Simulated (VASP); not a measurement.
# ZrS2 in VASP: single point with r2SCAN+rVV10

Aim: the single point of ZrS2 with r2SCAN+rVV10.

Everything below comes from runs of VASP 6.6.1. Logs are shortened: lines on timing, memory, paths and dates and some standing lists are left out, and cuts for length are marked.

## (1) The cell of the first run

The cell holds a sheet with vacuum, 3 atoms: a = 3.678 Å, b = 3.678 Å, c = 29.600 Å, α = 90.00°, β = 90.00°, γ = 120.00°.

## (2) Single point, r2SCAN+rVV10

File POSCAR:

```
ZrS2
1.0
    3.6777989405      0.0000000000      0.0000000000
   -1.8388994702      3.1850673125      0.0000000000
    0.0000000000      0.0000000000     29.6000000022
S Zr
2 1
Direct
    0.3333333333      0.6666666667      0.2368092818
    0.6666666667      0.3333333333      0.3341366641
    0.0000000000      0.0000000000      0.2854729730
```

File INCAR.step1:

```
SYSTEM = ZrS2
PREC     = Accurate       ! precision mode
ENCUT    = 440            ! plane-wave cutoff, eV
ISMEAR   = 0              ! smearing method
SIGMA    = 0.03           ! smearing width, eV
LREAL    = .FALSE.        ! projectors in reciprocal space
LASPH    = .TRUE.         ! aspherical terms in the spheres
NELM     = 120            ! most SCF steps
LDIPOL   = .TRUE.       
IDIPOL   = 3            
DIPOL    = 0.5 0.5 0.285
NBANDS   = 19             ! bands
GGA      = PE             ! functional
ALGO     = Normal         ! electronic algorithm
EDIFF    = 1E-5           ! SCF threshold, eV
LWAVE    = .TRUE.         ! write WAVECAR
LCHARG   = .FALSE.        ! write CHGCAR
GGA_COMPAT= .FALSE.      
NELMDL   = -8
```

File INCAR.step2:

```
SYSTEM = ZrS2
PREC     = Accurate       ! precision mode
ENCUT    = 440            ! plane-wave cutoff, eV
EDIFF    = 1E-6           ! SCF threshold, eV
ISMEAR   = 0              ! smearing method
SIGMA    = 0.03           ! smearing width, eV
LREAL    = .FALSE.        ! projectors in reciprocal space
LASPH    = .TRUE.         ! aspherical terms in the spheres
NELM     = 120            ! most SCF steps
ALGO     = Normal         ! electronic algorithm
ISIF     = 2              ! what is computed and relaxed
LWAVE    = .FALSE.        ! write WAVECAR
LCHARG   = .TRUE.         ! write CHGCAR
LDIPOL   = .TRUE.       
IDIPOL   = 3            
DIPOL    = 0.5 0.5 0.285
METAGGA  = R2SCAN         ! meta-GGA
LMIXTAU  = .TRUE.       
LUSE_VDW = .TRUE.       
IVDW_NL  = 2            
BPARAM   = 11.95        
CPARAM   = 0.0093       
LELF     = .TRUE.         ! ELF
LVHAR    = .TRUE.       
LVACPOTAV= .TRUE.       
NBANDS   = 19             ! bands
ISTART   = 1            
GGA_COMPAT= .FALSE.
```

File KPOINTS:

```
Automatic mesh
0
G
  12 12 1
  0 0 0
```

Potentials or basis: VASP PAW PBE potentials, release 64 (S, Zr_sv).

Run with:

```sh
$ cat potpaw_PBE.64/S/POTCAR potpaw_PBE.64/Zr_sv/POTCAR > POTCAR
$ cp INCAR.step1 INCAR
$ mpirun -np 1 vasp_std > vasp.out
$ cp INCAR.step2 INCAR
$ mpirun -np 1 vasp_std > vasp.out
```

OUTCAR:

```text
SYSTEM = ZrS2
   PREC = Accurate
   ENCUT = 440
   EDIFF = 1E-6
   ISMEAR = 0
   LREAL = .FALSE.
   LASPH = .TRUE.
   NELM = 120
   ISIF = 2
   METAGGA = R2SCAN
   IVDW_NL = 2
   BPARAM = 11.95
   ISTART = 1

 ion  position               nearest neighbor table
   1  0.333  0.667  0.237-   3 2.57   3 2.57   3 2.57
   2  0.667  0.333  0.334-   3 2.57   3 2.57   3 2.57
   3  0.000  0.000  0.285-   2 2.57   2 2.57   2 2.57   1 2.57   1 2.57   1 2.57

  LATTYP: Found a hexagonal cell.
 ALAT       =     3.6777989405
 C/A-ratio  =     8.0482920576

  Lattice vectors:

 A1 = (   3.6777989405,   0.0000000000,   0.0000000000)
 A2 = (  -1.8388994702,   3.1850673125,   0.0000000000)
 A3 = (   0.0000000000,   0.0000000000,  29.6000000022)

Analysis of symmetry for initial positions (statically):
=====================================================================
 Subroutine PRICEL returns:
 Original cell was already a primitive cell.

 Routine SETGRP: Setting up the symmetry group for a
 hexagonal supercell.

 Subroutine GETGRP returns: Found 12 space group operations
 (whereof  6 operations were pure point group operations)
 out of a pool of 24 trial point group operations.

The static configuration has the point symmetry C_3v.
 The point group associated with its full space group is D_3d.

Analysis of symmetry for dynamics (positions and initial velocities):
=====================================================================
 Subroutine PRICEL returns:
 Original cell was already a primitive cell.

 Routine SETGRP: Setting up the symmetry group for a
 hexagonal supercell.

 Subroutine GETGRP returns: Found 12 space group operations
 (whereof  6 operations were pure point group operations)
 out of a pool of 24 trial point group operations.

The dynamic configuration has the point symmetry C_3v.
 The point group associated with its full space group is D_3d.

 Subroutine INISYM returns: Found 12 space group operations
 (whereof  6 operations are pure point group operations),
 and found     1 'primitive' translations

----------------------------------------------------------------------------------------

                                     Primitive cell

  volume of cell :     346.7355

  direct lattice vectors                    reciprocal lattice vectors
     3.677798940  0.000000000  0.000000000     0.271901759  0.156982554  0.000000000
    -1.838899470  3.185067313  0.000000000     0.000000000  0.313965107  0.000000000
     0.000000000  0.000000000 29.600000002     0.000000000  0.000000000  0.033783784

  length of vectors
     3.677798940  3.677798940 29.600000002     0.313965107  0.313965107  0.033783784

  position of ions in fractional coordinates (direct lattice)
     0.333333333  0.666666667  0.236809282
     0.666666667  0.333333333  0.334136664
     0.000000000  0.000000000  0.285472973

  ion indices of the primitive-cell ions
   primitive index   ion index
                 1           1
                 2           2
                 3           3

----------------------------------------------------------------------------------------

 KPOINTS: Automatic mesh

Automatic generation of k-mesh.
 Grid dimensions read from file:
 generate k-points for:   12   12    1

 Generating k-lattice:

  Cartesian coordinates                     Fractional coordinates (reciprocal lattice)
     0.022658480  0.013081879  0.000000000     0.083333333  0.000000000  0.000000000
     0.000000000  0.026163759  0.000000000     0.000000000  0.083333333  0.000000000
     0.000000000  0.000000000  0.033783784     0.000000000  0.000000000  1.000000000

  Length of vectors
     0.026163759  0.026163759  0.033783784

  Shift w.r.t. Gamma in fractional coordinates (k-lattice)
     0.000000000  0.000000000  0.000000000

 Subroutine IBZKPT returns following result:
 ===========================================

 Found     19 irreducible k-points:

 Following reciprocal coordinates:
            Coordinates               Weight
  0.000000  0.000000  0.000000      1.000000
  0.083333 -0.000000  0.000000      6.000000
  0.166667 -0.000000  0.000000      6.000000
  0.250000  0.000000  0.000000      6.000000
  0.333333 -0.000000  0.000000      6.000000
  0.416667 -0.000000  0.000000      6.000000
[... 11 lines left out ...]
  0.333333  0.250000  0.000000     12.000000
  0.333333  0.333333  0.000000      2.000000
   k-points           NKPTS =     19   k-points in BZ     NKDIM =     19   number of bands    NBANDS=     19
   number of dos      NEDOS =    301   number of ions     NIONS =      3
   total plane-waves  NPLWV = 164640
   dimension x,y,z NGX =    28 NGY =   28 NGZ =  210
   dimension x,y,z NGXF=    56 NGYF=   56 NGZF=  420
   ions per type =               2   1
   NGX,Y,Z   is equivalent  to a cutoff of  12.66, 12.66, 11.79 a.u.
   NGXF,Y,Z  is equivalent  to a cutoff of  25.31, 25.31, 23.59 a.u.
 SYSTEM =  ZrS2
   PREC   = accura    normal or accurate (medium, high low for compatibility)
   ISTART =      1    job   : 0-new  1-cont  2-samecut
   ICHARG =      0    charge: 1-file 2-atom 10-const
   ISPIN  =      1    spin polarized calculation?
   LNONCOLLINEAR =      F non collinear calculations
   LSORBIT =      F    spin-orbit coupling
   LASPH  =      T    aspherical Exc in radial PAW
   ENCUT  =  440.0 eV  32.34 Ry    5.69 a.u.   6.29  6.29 50.63*2*pi/ulx,y,z
   NELM   =    120;   NELMIN=  2; NELMDL=  0     # of ELM steps
   EDIFF  = 0.1E-05   stopping-criterion for ELM
   LREAL  =      F    real-space projection
   EDIFFG = 0.1E-04   stopping-criterion for IOM
   NSW    =      0    number of steps for IOM
   IBRION =     -1    ionic relax: 0-MD 1-quasi-New 2-CG
   NFREE  =      0    steps in history (QN), initial steepest desc. (CG)
   ISIF   =      2    stress and relaxation
   ISYM   =      2    0-nonsym 1-usesym 2-fastsym
   POTIM  = 0.5000    time-step for ionic-motion
   TEBEG  =    0.0;   TEEND  =   0.0 temperature during run
   PSTRESS=    0.0 pullay stress
   NELECT =      24.0000    total number of electrons
   NUPDOWN=      -1.0000    fix difference up-down
   EMIN   =  10.00;   EMAX   =-10.00  energy-range for DOS
   EFERMI =   0.00;   METHOD = LEGACY
   ISMEAR =     0;   SIGMA  =   0.03  broadening in eV -4-tet -1-fermi 0-gaus
   EFERMI_NEDOS =   21; number of points for ismear=-14 and -15
   IALGO  =     38    algorithm
   IMIX   =      4    mixing-type and parameters
     AMIX     =   0.40;   BMIX     =  1.00
     AMIX_MAG =   1.60;   BMIX_MAG =  1.00
  volume/ion in A,a.u.               =     115.58       779.96
  Fermi-wavevector in a.u.,A,eV,Ry     =   0.672170  1.270217  6.147283  0.451813
  Thomas-Fermi vector in A             =   1.748209
   LORBIT       =      0    0 simple, 1 ext, 2 COOP (PROOUT), +10 PAW based schemes
   METAGGA = R2SCAN    functional components
   LHFCALC =     F    Hartree Fock is set to
   AEXX    =    0.0000 exact exchange contribution
   IVDW_NL    =     2    kernel type
   BPARAM     =11.9500
   IVDW    =     0    specifies the selected vdW correction
   LEPSILON=     F    determine dielectric tensor
   LRPA    =     F    only Hartree local field effects (RPA)
 non-spin polarized calculation
 Gauss-broadening in eV      SIGMA  =   0.03
  energy-cutoff  :      440.00
  volume of cell :      346.74
 maximum number of plane-waves:      7325
 NGX is ok and might be reduce to    28
   NGX = 13   NGY = 13   NGZ =101

 dipolmoment           0.000000      0.000000      0.000003 electrons x Angstroem

 number of electron      23.9999998 magnetization

 dipolmoment           0.000000      0.000000     -0.000001 electrons x Angstroem

 Free energy of the ion-electron system (eV)
  ---------------------------------------------------
  ext. energy  EPLUGINS =         0.00000000
  ---------------------------------------------------
  free energy    TOTEN  =       -43.43607287 eV

  energy without entropy =      -43.43607287  energy(sigma->0) =      -43.43607287

 E-fermi :  -4.3752     XC(G=0):  -2.1933

 val. band max:       -4.6153197033   @ k =   0.0000   0.0000   0.0000
 cond. band min:      -3.0841268278   @ k =   0.5000   0.0000   0.0000
 fundamental gap:      1.5311928755
 Fermi energy:        -4.3752442445

 k-point     1 :       0.0000    0.0000    0.0000
  band No.  band energies     occupation
      1     -55.1047      2.00000
      2     -32.4620      2.00000
      3     -32.3059      2.00000
      4     -32.3059      2.00000
      5     -17.5188      2.00000
      6     -16.3040      2.00000
[... 11 lines left out ...]
     18       1.7243      0.00000
     19       2.0685      0.00000

 k-point     2 :       0.0833   -0.0000    0.0000
  band No.  band energies     occupation
      1     -55.1034      2.00000
      2     -32.4580      2.00000
      3     -32.3242      2.00000
      4     -32.3097      2.00000
      5     -17.4457      2.00000
      6     -16.3173      2.00000
[... 11 lines left out ...]
     18       1.9135      0.00000
     19       2.2234      0.00000

 k-point     3 :       0.1667   -0.0000    0.0000
  band No.  band energies     occupation
      1     -55.0998      2.00000
      2     -32.4470      2.00000
      3     -32.3738      2.00000
      4     -32.3203      2.00000
      5     -17.2426      2.00000
      6     -16.3520      2.00000
[... 11 lines left out ...]
     18       2.3596      0.00000
     19       2.5791      0.00000

 k-point     4 :       0.2500    0.0000    0.0000
  band No.  band energies     occupation
      1     -55.0950      2.00000
      2     -32.4441      2.00000
      3     -32.4282      2.00000
      4     -32.3347      2.00000
      5     -16.9634      2.00000
      6     -16.3863      2.00000
[... 297 lines left out ...]
     18       4.1325      0.00000
     19       4.2862      0.00000

 k-point    18 :       0.3333    0.2500    0.0000
  band No.  band energies     occupation
      1     -55.0835      2.00000
      2     -32.5223      2.00000
      3     -32.4442      2.00000
      4     -32.3949      2.00000
      5     -16.4234      2.00000
      6     -16.2667      2.00000
[... 11 lines left out ...]
     18       4.2602      0.00000
     19       4.6123      0.00000

 k-point    19 :       0.3333    0.3333    0.0000
  band No.  band energies     occupation
      1     -55.0828      2.00000
      2     -32.4886      2.00000
      3     -32.4886      2.00000
      4     -32.3932      2.00000
      5     -16.3258      2.00000
      6     -16.3258      2.00000
[... 11 lines left out ...]
     18       4.7607      0.00000
     19       5.1500      0.00000

------------------------ aborting loop because EDIFF is reached ----------------------------------------

 vacuum level on the upper side and lower side of the slab       (xc-potential included)        -0.000        -0.002

  FORCE on cell =-STRESS in cart. coord.  units (eV):
  Direction    XX          YY          ZZ          XY          YZ          ZX
  --------------------------------------------------------------------------------------
  -------------------------------------------------------------------------------------
  Total        0.0197162      0.0197162      0.0193686      0.0000000      0.0000000     -0.0000000
  in kB        0.0911036      0.0911036      0.0894976      0.0000000      0.0000000     -0.0000000
  external PRESSURE =       0.0905682 kB  Pullay stress =       0.0000000 kB

 VOLUME and BASIS-vectors are now :
 -----------------------------------------------------------------------------
  energy-cutoff  :      440.00
  volume of cell :      346.74
      direct lattice vectors                 reciprocal lattice vectors
     3.677798940  0.000000000  0.000000000     0.271901759  0.156982554  0.000000000
    -1.838899470  3.185067313  0.000000000     0.000000000  0.313965107  0.000000000
     0.000000000  0.000000000 29.600000002     0.000000000  0.000000000  0.033783784

 POSITION                                       TOTAL-FORCE (eV/Angst)
 -----------------------------------------------------------------------------------
     -0.00000      2.12338      7.00955        -0.000000      0.000000     -0.015080
      1.83890      1.06169      9.89045         0.000000     -0.000000      0.015080
      0.00000      0.00000      8.45000        -0.000000     -0.000000      0.000000
 -----------------------------------------------------------------------------------
    total drift:                                0.000000     -0.000001     -0.000032

  FREE ENERGIE OF THE ION-ELECTRON SYSTEM (eV)
  ---------------------------------------------------
  free  energy   TOTEN  =       -43.4360728721 eV

  energy  without entropy=      -43.4360728721  energy(sigma->0) =      -43.43607287

 vacuum level on the upper side and lower side of the slab         2.173         2.173
```

Wall time 41 min (1 thread of Intel Xeon Platinum 8259CL at 2.50GHz (Skylake/Cascade Lake), shared host); peak memory 1.1 GiB.

Results:

- Free energy: -43.4361 eV
- Largest force: 0.015 eV/Å
- Band gap on the k mesh: 1.53 eV (least direct gap 2.03 eV)
- Ionisation potential of the upper face: 6.79 eV

Forces on the atoms (eV/Å):
```
S    0.000  0.000 -0.015
S    0.000  0.000  0.015
Zr   0.000  0.000  0.000
```

Levels at points of the mesh, in eV from the valence-band top:
```tsv
k point	band 9	band 10	band 11	band 12	band 13	band 14	band 15	band 16
(0.00, 0.00, 0.00)	-2.73	-0.80	0.00	0.00	2.03	2.03	3.07	5.66
(0.50, 0.00, 0.00)	-2.48	-2.22	-1.14	-0.97	1.53	3.78	4.09	6.02
```

Caveat: the PAW data sets were made with another functional, which shifts forces and pressure a little.
